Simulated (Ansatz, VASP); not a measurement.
**One calculation of C, two programs**

```
C
1.0
     0.00000    1.42317   -3.36139
    -2.46500    0.00000    0.00000
     1.43791   10.01379    3.35419
C
10
Direct
  0.50750 0.07193 0.80902
  0.76229 0.63629 0.06221
  0.94859 0.24520 0.24891
  0.13490 0.85411 0.43561
  0.32120 0.46302 0.62232
  0.82402 0.17262 0.12450
  0.01032 0.78153 0.31120
  0.19662 0.39044 0.49790
  0.38293 0.99935 0.68461
  0.56923 0.60826 0.87131
```

Alike in both runs: task single point; functional PBE; dispersion D3(BJ); k mesh 7 × 11 × 3; occupations gaussian, width 0.05 eV; no spin polarisation.

|  | VASP | Ansatz |
| --- | --- | --- |
| version | VASP 6.6.1 | Ansatz 0.2.0 |
| potentials or method | VASP PAW PBE potentials, release 64 (C), cutoff 520 eV | scalar-relativistic, plane waves, PAW |
| valence electrons in the cell | 40 | 40 |

```csv
,VASP,Ansatz,Ansatz less VASP
gap on the k mesh at the Fermi level (eV),none,none,-
pressure (GPa),-7.4,-7.8,-0.40
"traceless stress, the component that is largest in VASP (GPa)",-11.44,-11.63,-0.188
rms of the force components (eV/Å),0.990,0.984,-0.0061
```

Atom by atom the forces differ by 0.011 eV/Å (rms over components). A gap of «none» marks a metal or a gap that the smearing closes.
